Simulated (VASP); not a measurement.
# InSe (R3m) in VASP: single point with PBEsol

Aim: the single point of InSe with PBEsol.

Everything below comes from runs of VASP 6.6.1. Logs are shortened: lines on timing, memory, paths and dates and some standing lists are left out, and cuts for length are marked.

### 1 The cell of the first run

Symmetry: R3m, No. 160, trigonal system. Conventional cell: a = 4.160 Å, b = 4.160 Å, c = 22.954 Å, α = 90.00°, β = 90.00°, γ = 120.00°. Within 3.4 Å of In (site symmetry 3m) lie 1 In at 2.58 Å and 3 Se at 2.67 Å. In (site symmetry 3m) has 1 In at 2.58 Å and 3 Se at 2.67 Å within 3.4 Å. Within 3.7 Å of Se (site symmetry 3m) lie 3 In at 2.67 Å and 3 Se at 3.63 Å. Within 3.7 Å of Se (site symmetry 3m) lie 3 In at 2.67 Å and 3 Se at 3.63 Å.

### 2 Single point, PBEsol (strain +0.040 along x and y, -0.080 along z)

File INCAR:

```
SYSTEM = InSe
  PREC = Accurate
  ENCUT = 520
  EDIFF = 1E-7
  ISMEAR = 0
  SIGMA = 0.03
  LREAL = .False.
  LASPH = .True.
  NELM = 60
  ALGO = Normal
  ISIF = 2
  LWAVE = .False.
  LCHARG = .False.
  GGA = PS
  NBANDS = 27
```

File KPOINTS:

```
Automatic mesh
0
Gamma
  12 12 12
  0 0 0
```

File POSCAR:

```
InSe
1.0
    2.0799996363      1.2008883499      7.6513364000
   -2.0799996363      1.2008883499      7.6513364000
    0.0000000000     -2.4017766999      7.6513364000
In Se
2 2
Direct
    0.0000000000      0.0000000000      0.0000000000
    0.1122000000      0.1122000000      0.1122000000
    0.6155000000      0.6155000000      0.6155000000
    0.8300000000      0.8300000000      0.8300000000
```

Potentials or basis: VASP PAW PBE potentials, release 64 (In_d, Se).

The run is started by

```console
$ cat potpaw_PBE.64/In_d/POTCAR potpaw_PBE.64/Se/POTCAR > POTCAR
$ mpirun -np 1 vasp_std > vasp.out
```

OUTCAR:

```text
SYSTEM = InSe
   PREC = Accurate
   ENCUT = 520
   EDIFF = 1E-7
   ISMEAR = 0
   LREAL = .False.
   LASPH = .True.
   NELM = 60
   ISIF = 2
   GGA = PS

 ion  position               nearest neighbor table
   1  0.000  0.000  0.000-   2 2.58   3 2.67   3 2.67   3 2.67
   2  0.112  0.112  0.112-   1 2.58   4 2.67   4 2.67   4 2.67
   3  0.615  0.615  0.615-   1 2.67   1 2.67   1 2.67
   4  0.830  0.830  0.830-   2 2.67   2 2.67   2 2.67

  LATTYP: Found a trigonal (rhomboedric) cell.
 ALAT       =     8.0194438724
 COS(alpha) =     0.8654548617

  Lattice vectors:

 A1 = (   2.0799996363,   1.2008883499,   7.6513364000)
 A2 = (  -2.0799996363,   1.2008883499,   7.6513364000)
 A3 = (   0.0000000000,  -2.4017766999,   7.6513364000)

Analysis of symmetry for initial positions (statically):
=====================================================================
 Subroutine PRICEL returns:
 Original cell was already a primitive cell.

 Routine SETGRP: Setting up the symmetry group for a
 trigonal (rhombohedral) supercell.

 Subroutine GETGRP returns: Found  6 space group operations
 (whereof  6 operations were pure point group operations)
 out of a pool of 12 trial point group operations.

The static configuration has the point symmetry C_3v.

Analysis of symmetry for dynamics (positions and initial velocities):
=====================================================================
 Subroutine PRICEL returns:
 Original cell was already a primitive cell.

 Routine SETGRP: Setting up the symmetry group for a
 trigonal (rhombohedral) supercell.

 Subroutine GETGRP returns: Found  6 space group operations
 (whereof  6 operations were pure point group operations)
 out of a pool of 12 trial point group operations.

The dynamic configuration has the point symmetry C_3v.

 Subroutine INISYM returns: Found  6 space group operations
 (whereof  6 operations are pure point group operations),
 and found     1 'primitive' translations

----------------------------------------------------------------------------------------

                                     Primitive cell

  volume of cell :     114.6712

  direct lattice vectors                    reciprocal lattice vectors
     2.079999636  1.200888350  7.651336400     0.240384657  0.138786147  0.043565374
    -2.079999636  1.200888350  7.651336400    -0.240384657  0.138786147  0.043565374
     0.000000000 -2.401776700  7.651336400     0.000000000 -0.277572293  0.043565374

  length of vectors
     8.019443872  8.019443872  8.019443872     0.280970318  0.280970318  0.280970318

  position of ions in fractional coordinates (direct lattice)
     0.000000000  0.000000000  0.000000000
     0.112200000  0.112200000  0.112200000
     0.615500000  0.615500000  0.615500000
     0.830000000  0.830000000  0.830000000

  ion indices of the primitive-cell ions
   primitive index   ion index
                 1           1
                 2           2
                 3           3
                 4           4

----------------------------------------------------------------------------------------

 KPOINTS: Automatic mesh

Automatic generation of k-mesh.
 Grid dimensions read from file:
 generate k-points for:   12   12   12

 Generating k-lattice:

  Cartesian coordinates                     Fractional coordinates (reciprocal lattice)
     0.020032055  0.011565512  0.003630448     0.083333333 -0.000000000  0.000000000
    -0.020032055  0.011565512  0.003630448    -0.000000000  0.083333333  0.000000000
     0.000000000 -0.023131024  0.003630448     0.000000000  0.000000000  0.083333333

  Length of vectors
     0.023414193  0.023414193  0.023414193

  Shift w.r.t. Gamma in fractional coordinates (k-lattice)
     0.000000000  0.000000000  0.000000000

 Subroutine IBZKPT returns following result:
 ===========================================

 Found    189 irreducible k-points:

 Following reciprocal coordinates:
            Coordinates               Weight
  0.000000  0.000000  0.000000      1.000000
  0.083333  0.000000  0.000000      6.000000
  0.166667  0.000000  0.000000      6.000000
  0.250000 -0.000000 -0.000000      6.000000
  0.333333  0.000000 -0.000000      6.000000
  0.416667  0.000000  0.000000      6.000000
[... 16 lines left out ...]
  0.500000  0.166667 -0.000000     12.000000
 -0.416667  0.166667 -0.000000     12.000000
 [... further k-points ...]
   k-points           NKPTS =    189   k-points in BZ     NKDIM =    189   number of bands    NBANDS=     27
   number of dos      NEDOS =    301   number of ions     NIONS =      4
   total plane-waves  NPLWV = 216000
   dimension x,y,z NGX =    60 NGY =   60 NGZ =   60
   dimension x,y,z NGXF=   120 NGYF=  120 NGZF=  120
   ions per type =               2   2
   NGX,Y,Z   is equivalent  to a cutoff of  12.44, 12.44, 12.44 a.u.
   NGXF,Y,Z  is equivalent  to a cutoff of  24.88, 24.88, 24.88 a.u.
 SYSTEM =  InSe
   PREC   = accura    normal or accurate (medium, high low for compatibility)
   ISTART =      0    job   : 0-new  1-cont  2-samecut
   ICHARG =      2    charge: 1-file 2-atom 10-const
   ISPIN  =      1    spin polarized calculation?
   LNONCOLLINEAR =      F non collinear calculations
   LSORBIT =      F    spin-orbit coupling
   LASPH  =      T    aspherical Exc in radial PAW
   ENCUT  =  520.0 eV  38.22 Ry    6.18 a.u.  14.91 14.91 14.91*2*pi/ulx,y,z
   NELM   =     60;   NELMIN=  2; NELMDL= -5     # of ELM steps
   EDIFF  = 0.1E-06   stopping-criterion for ELM
   LREAL  =      F    real-space projection
   EDIFFG = 0.1E-05   stopping-criterion for IOM
   NSW    =      0    number of steps for IOM
   IBRION =     -1    ionic relax: 0-MD 1-quasi-New 2-CG
   NFREE  =      0    steps in history (QN), initial steepest desc. (CG)
   ISIF   =      2    stress and relaxation
   ISYM   =      2    0-nonsym 1-usesym 2-fastsym
   POTIM  = 0.5000    time-step for ionic-motion
   TEBEG  =    0.0;   TEEND  =   0.0 temperature during run
   PSTRESS=    0.0 pullay stress
   NELECT =      38.0000    total number of electrons
   NUPDOWN=      -1.0000    fix difference up-down
   EMIN   =  10.00;   EMAX   =-10.00  energy-range for DOS
   EFERMI =   0.00;   METHOD = LEGACY
   ISMEAR =     0;   SIGMA  =   0.03  broadening in eV -4-tet -1-fermi 0-gaus
   EFERMI_NEDOS =   21; number of points for ismear=-14 and -15
   IALGO  =     38    algorithm
   IMIX   =      4    mixing-type and parameters
     AMIX     =   0.40;   BMIX     =  1.00
     AMIX_MAG =   1.60;   BMIX_MAG =  1.00
  volume/ion in A,a.u.               =      28.67       193.46
  Fermi-wavevector in a.u.,A,eV,Ry     =   1.132882  2.140836 17.462001  1.283421
  Thomas-Fermi vector in A             =   2.269584
   LORBIT       =      0    0 simple, 1 ext, 2 COOP (PROOUT), +10 PAW based schemes
   GGA     = PS    functional components
   LHFCALC =     F    Hartree Fock is set to
   AEXX    =    0.0000 exact exchange contribution
   IVDW    =     0    specifies the selected vdW correction
   LEPSILON=     F    determine dielectric tensor
   LRPA    =     F    only Hartree local field effects (RPA)
 non-spin polarized calculation
 Gauss-broadening in eV      SIGMA  =   0.03
  energy-cutoff  :      520.00
  volume of cell :      114.67
 maximum number of plane-waves:      3125
   NGX = 29   NGY = 29   NGZ = 29

 number of electron      38.0000000 magnetization

 Free energy of the ion-electron system (eV)
  ---------------------------------------------------
  ext. energy  EPLUGINS =         0.00000000
  ---------------------------------------------------
  free energy    TOTEN  =       -15.37429474 eV

  energy without entropy =      -15.37429473  energy(sigma->0) =      -15.37429474

 E-fermi :   4.4992     XC(G=0):  -9.2047

 val. band max:        4.4076674828   @ k =   0.5000   0.5000   0.4167
 cond. band min:       4.5819503344   @ k =   0.5000   0.5000   0.5000
 fundamental gap:      0.1742828516
 Fermi energy:         4.4991949040

 k-point     1 :       0.0000    0.0000    0.0000
  band No.  band energies     occupation
      1     -10.9073      2.00000
      2     -10.5513      2.00000
      3     -10.5513      2.00000
      4     -10.3734      2.00000
      5     -10.3734      2.00000
      6     -10.3281      2.00000
[... 19 lines left out ...]
     26      10.0682      0.00000
     27      11.0198      0.00000

 k-point     2 :       0.0833    0.0000    0.0000
  band No.  band energies     occupation
      1     -10.9052      2.00000
      2     -10.5699      2.00000
      3     -10.5518      2.00000
      4     -10.3815      2.00000
      5     -10.3691      2.00000
      6     -10.3507      2.00000
[... 19 lines left out ...]
     26      10.0711      0.00000
     27      11.3335      0.00000

 k-point     3 :       0.1667    0.0000    0.0000
  band No.  band energies     occupation
      1     -10.8996      2.00000
      2     -10.6180      2.00000
      3     -10.5532      2.00000
      4     -10.4068      2.00000
      5     -10.3960      2.00000
      6     -10.3571      2.00000
[... 19 lines left out ...]
     26      10.1143      0.00000
     27      10.8595      0.00000

 k-point     4 :       0.2500   -0.0000   -0.0000
  band No.  band energies     occupation
      1     -10.8918      2.00000
      2     -10.6763      2.00000
      3     -10.5552      2.00000
      4     -10.4706      2.00000
      5     -10.4103      2.00000
      6     -10.3405      2.00000
[... 19 lines left out ...]
     26      10.3549      0.00000
     27      10.7555      0.00000
[... 516 lines left out ...]
      4     -10.5446      2.00000
      5     -10.4158      2.00000
      6     -10.3271      2.00000
[... 19 lines left out ...]
     26      10.5763      0.00000
     27      11.3233      0.00000

 k-point    23 :       0.5000    0.1667   -0.0000
  band No.  band energies     occupation
      1     -10.8725      2.00000
      2     -10.7652      2.00000
      3     -10.5740      2.00000
      4     -10.5676      2.00000
      5     -10.4190      2.00000
      6     -10.3194      2.00000
[... 19 lines left out ...]
     26      11.1081      0.00000
     27      11.4526      0.00000

 k-point    24 :      -0.4167    0.1667   -0.0000
  band No.  band energies     occupation
      1     -10.8689      2.00000
      2     -10.7771      2.00000
      3     -10.5828      2.00000
      4     -10.5691      2.00000
      5     -10.4202      2.00000
      6     -10.3166      2.00000
[... 19 lines left out ...]
     26      11.5291      0.00000
     27      11.8218      0.00000

 [... further k-points ...]

------------------------ aborting loop because EDIFF is reached ----------------------------------------

  FORCE on cell =-STRESS in cart. coord.  units (eV):
  Direction    XX          YY          ZZ          XY          YZ          ZX
  --------------------------------------------------------------------------------------
  -------------------------------------------------------------------------------------
  Total       -1.4313142     -1.4313142      4.5759598      0.0000000     -0.0000000      0.0000000
  in kB      -19.9982101    -19.9982101     63.9349518      0.0000000     -0.0000000      0.0000000
  external PRESSURE =       7.9795105 kB  Pullay stress =       0.0000000 kB

 VOLUME and BASIS-vectors are now :
 -----------------------------------------------------------------------------
  energy-cutoff  :      520.00
  volume of cell :      114.67
      direct lattice vectors                 reciprocal lattice vectors
     2.079999636  1.200888350  7.651336400     0.240384657  0.138786147  0.043565374
    -2.079999636  1.200888350  7.651336400    -0.240384657  0.138786147  0.043565374
     0.000000000 -2.401776700  7.651336400     0.000000000 -0.277572293  0.043565374

 POSITION                                       TOTAL-FORCE (eV/Angst)
 -----------------------------------------------------------------------------------
      0.00000      0.00000      0.00000         0.000000      0.000000     -1.400244
      0.00000     -0.00000      2.57544         0.000000     -0.000000      1.371485
      0.00000     -0.00000     14.12819         0.000000      0.000000     -0.055122
      0.00000     -0.00000     19.05183         0.000000     -0.000000      0.083881
 -----------------------------------------------------------------------------------
    total drift:                                0.000000     -0.000000      0.000229

  FREE ENERGIE OF THE ION-ELECTRON SYSTEM (eV)
  ---------------------------------------------------
  free  energy   TOTEN  =       -15.3742947449 eV

  energy  without entropy=      -15.3742947347  energy(sigma->0) =      -15.37429474
```

Wall time 24 min (1 thread of Intel Xeon Platinum 8259CL at 2.50GHz (Skylake/Cascade Lake), shared host); peak memory 0.81 GiB.

Results:

| Item | Value |
| --- | --- |
| Free energy | -15.3743 eV |
| Pressure | 0.8 GPa |
| Largest force | 1.400 eV/Å |
| Band gap on the k mesh | 0.17 eV (least direct gap 0.35 eV) |

Forces in eV/Å, atoms in the order of the input:
```
In   0.000  0.000 -1.400
In   0.000  0.000  1.371
Se   0.000  0.000 -0.055
Se   0.000  0.000  0.084
```

Stress tensor (GPa, compression positive):
```
-2.00  0.00  0.00
 0.00 -2.00  0.00
 0.00  0.00  6.39
```

Levels at points of the mesh, in eV from the valence-band top:
| k point | band 15 | band 16 | band 17 | band 18 | band 19 | band 20 | band 21 | band 22 | band 23 | band 24 |
| --- | --- | --- | --- | --- | --- | --- | --- | --- | --- | --- |
| (0.00, 0.00, 0.00) | -1.88 | -1.88 | -1.75 | -1.69 | -1.69 | 1.26 | 1.68 | 3.43 | 3.43 | 4.81 |
| (0.50, 0.00, 0.00) | -3.77 | -2.85 | -2.62 | -2.59 | -1.66 | 0.77 | 1.75 | 4.08 | 4.12 | 4.26 |
| (0.50, 0.50, 0.00) | -3.47 | -3.10 | -2.74 | -2.30 | -1.54 | 0.91 | 1.67 | 3.24 | 3.57 | 3.67 |
| (0.50, 0.50, 0.50) | -2.00 | -2.00 | -1.55 | -1.55 | -0.32 | 0.17 | 1.39 | 3.28 | 3.28 | 5.05 |

Caveat: the cell differs from its parent crystal (strain +0.040 along x and y, -0.080 along z); the PAW data sets were made with another functional, which shifts forces and pressure a little; spin-orbit coupling is left out, which moves the levels of the heavy elements.
